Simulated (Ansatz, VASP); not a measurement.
**Two plane-wave programs on TaH5**

```
CELL_PARAMETERS angstrom
-0.00030 0.00026 -3.11078
1.73469 -3.13106 0.00029
-5.38487 -3.23454 -0.00042
ATOMIC_POSITIONS crystal
Ta 0.50002 0.51010 0.50982
Ta 0.49981 0.01118 0.01008
H 0.99998 0.34570 0.65775
H 0.99994 0.84739 0.15817
H 0.99989 0.85931 0.85798
H 0.00007 0.35899 0.35759
H 0.00002 0.81064 0.50696
H 0.00001 0.31178 0.00636
H 0.49956 0.99002 0.64812
H 0.50004 0.49081 0.14826
H 0.50031 0.48191 0.81935
H 0.50034 0.98217 0.31957
```

Change from the starting cell: cell x2, atoms moved at random (sigma 0.05 Å) and cell strained at random (1.5 %), then relaxed without symmetry.

Alike in both runs: functional PBE; k mesh 8 × 6 × 4; occupations gaussian, width 0.2 eV; no spin polarisation.

Ansatz relaxed the structure, and its values are those at the end. VASP's run is a single point on that final structure, the one shown.

|  | VASP | Ansatz |
| --- | --- | --- |
| version | VASP 6.6.1 | Ansatz 0.2.0 |
| potentials or method | VASP PAW PBE potentials, release 64 (Ta_pv, H), cutoff 520 eV | scalar-relativistic, plane waves, PAW |
| valence electrons in the cell | 32 | 36 |

|  | VASP | Ansatz | Ansatz less VASP |
| --- | --- | --- | --- |
| gap on the k mesh at the Fermi level (eV) | none | none | - |
| pressure (GPa) | 0.0 | 0.0 | -0.01 |
| rms of the force components (eV/Å) | 0.005 | 0.003 | -0.0028 |

A gap of «none» marks a metal or a gap that the smearing closes. VASP's potentials hold 32 valence electrons a cell and Ansatz's 36, so a difference there can come from the potentials and not from the codes.

Spin-orbit coupling is off throughout.
